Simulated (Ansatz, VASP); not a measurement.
**GaS in VASP and in Ansatz**

The input POSCAR:

```
GaS
1.0
    3.5850000000      0.0000000000      0.0000000000
   -1.7925000000      3.1047010726      0.0000000000
    0.0000000000      0.0000000000     15.5000000000
Ga S
4 4
Direct
    0.3333333333      0.6666666667      0.1710183689
    0.6666666667      0.3333333333      0.6710183689
    0.3333333333      0.6666666667      0.3289816311
    0.6666666667      0.3333333333      0.8289816311
    0.3333333333      0.6666666667      0.6008025009
    0.6666666667      0.3333333333      0.1008025009
    0.3333333333      0.6666666667      0.8991974991
    0.6666666667      0.3333333333      0.3991974991
```

Contents of INCAR.step1:

```
SYSTEM = GaS
  PREC = Accurate
  ENCUT = 440
  ISMEAR = -1
  SIGMA = 0.02
  LREAL = .False.
  LASPH = .True.
  NELM = 120
  NBANDS = 48
  GGA = PE
  ALGO = Normal
  EDIFF = 1E-5
  LWAVE = .True.
  LCHARG = .False.
  GGA_COMPAT = .False.
```

Contents of INCAR.step2:

```
SYSTEM = GaS
  PREC = Accurate
  ENCUT = 440
  EDIFF = 1E-8
  ISMEAR = -1
  SIGMA = 0.02
  LREAL = .False.
  LASPH = .True.
  NELM = 120
  ALGO = Normal
  ISIF = 2
  LWAVE = .False.
  LCHARG = .False.
  METAGGA = R2SCAN
  LMIXTAU = .True.
  LEFG = .True.
  NBANDS = 48
  ISTART = 1
  GGA_COMPAT = .False.
```

File KPOINTS:

```
regular mesh
0
Gamma
  14 14 3
  0 0 0
```

Input for Ansatz:

```yaml
crystal:
  lattice:
    - [3.585, 0.0, 0.0]
    - [-1.7925, 3.1047010726, 0.0]
    - [0.0, 0.0, 15.5]
  atoms:
    - { symbol: Ga, position: [0.3333333333, 0.6666666667, 0.1710183689] }
    - { symbol: Ga, position: [0.6666666667, 0.3333333333, 0.6710183689] }
    - { symbol: Ga, position: [0.3333333333, 0.6666666667, 0.3289816311] }
    - { symbol: Ga, position: [0.6666666667, 0.3333333333, 0.8289816311] }
    - { symbol: S, position: [0.3333333333, 0.6666666667, 0.6008025009] }
    - { symbol: S, position: [0.6666666667, 0.3333333333, 0.1008025009] }
    - { symbol: S, position: [0.3333333333, 0.6666666667, 0.8991974991] }
    - { symbol: S, position: [0.6666666667, 0.3333333333, 0.3991974991] }
kpoints:
  mp_grid: { grid: [14, 14, 3] }
scf:
  occupations: { method: fermi_dirac, width: 0.02 }
hamiltonian:
  xc: r2scan
  pseudopotentials: { kind: paw }
output:
  forces: true
  stress: true
  populations: true
  efg:
    quadrupole_moments_barn: { Ga: 0.107, S: -0.0694 }
    contact_densities: true
  write_density: true
  write_potential: true
  elf: true
  volumetric_format: npy
```

Alike in both runs: task electric field gradients; functional r2SCAN; k mesh 14 × 14 × 3; occupations fermi-dirac, width 0.02 eV; no spin polarisation.

|  | VASP | Ansatz |
| --- | --- | --- |
| version | VASP 6.6.1 | Ansatz 0.2.0 |
| potentials or method | VASP PAW PBE potentials, release 64 (Ga_d, S) | plane-wave PAW, scalar-relativistic |
| plane-wave cutoff (eV) | 440 | 500 |
| valence electrons in the cell | 76 | 76 |

Ansatz gave:

```
gap on the k mesh at the Fermi level (eV)                     : 1.87
pressure (GPa)                                                : 0.0
traceless stress, the component that is largest in VASP (GPa) : -0.15
rms of the force components (eV/Å)                            : 0.109
size of Vzz on the site where it differs most (V/Å²)          : 84.1
```

Question: What did VASP give for the same quantities?

Answer: gap on the k mesh at the Fermi level (eV): 1.88; pressure (GPa): -0.1; traceless stress, the component that is largest in VASP (GPa): -0.13; rms of the force components (eV/Å): 0.103; size of Vzz on the site where it differs most (V/Å²): 78.4.

VASP's potentials were made for PBE, not for r2SCAN. Atom by atom the forces differ by 0.006 eV/Å (rms over components).
